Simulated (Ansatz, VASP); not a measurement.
# Two plane-wave programs on AlRu

The input INCAR:

```
SYSTEM = AlRu
ALGO = Fast
EDIFF = 1E-7
ENCUT = 520
GGA = PE
ISIF = 2
ISMEAR = 0
LASPH = .TRUE.
LCHARG = .FALSE.
LREAL = .FALSE.
LWAVE = .FALSE.
NBANDS = 16
NELM = 80
PREC = Accurate
SIGMA = 0.020999999999999998
```

Contents of KPOINTS:

```
k-points
0
G
  9 9 9
  0 0 0
```

The input POSCAR:

```
AlRu
1.0
    2.9916000000      0.0000000000      0.0000000000
    0.0000000000      2.9916000000      0.0000000000
    0.0000000000      0.0000000000      2.9916000000
Ru Al
1 1
Direct
    0.5000000000      0.5000000000      0.5000000000
    0.0000000000      0.0000000000      0.0000000000
```

input.yaml

```yaml
crystal:
  lattice:
    - [2.9916, 0.0, 0.0]
    - [0.0, 2.9916, 0.0]
    - [0.0, 0.0, 2.9916]
  atoms:
    - { symbol: Ru, position: [0.5, 0.5, 0.5] }
    - { symbol: Al, position: [0.0, 0.0, 0.0] }
hamiltonian:
  xc: pbe
  pseudopotentials: { kind: paw }
kpoints:
  mp_grid: { grid: [9, 9, 9] }
scf:
  occupations: { method: gaussian, width: 0.021 }
output:
  forces: true
  stress: true
  eigenvalues: true
  write_density: true
  write_potential: true
  elf: true
  volumetric_format: npy
```

Alike in both runs: task single point; functional PBE; k mesh 9 × 9 × 9; occupations gaussian, width 0.021 eV; no spin polarisation.

|  | VASP | Ansatz |
| --- | --- | --- |
| version | VASP 6.6.1 | Ansatz 0.2.0 |
| potentials or method | VASP PAW PBE potentials, release 64 (Ru_pv, Al) | Ansatz PAW |
| plane-wave cutoff (eV) | 520 | 420 |
| valence electrons in the cell | 17 | 19 |

```csv
,VASP,Ansatz,Ansatz less VASP
gap on the k mesh at the Fermi level (eV),none,none,-
pressure (GPa),2.5,2.5,+0.04
```

A gap of «none» marks a metal or a gap that the smearing closes. VASP's potentials hold 17 valence electrons a cell and Ansatz's 19, so a difference there can come from the potentials and not from the codes.
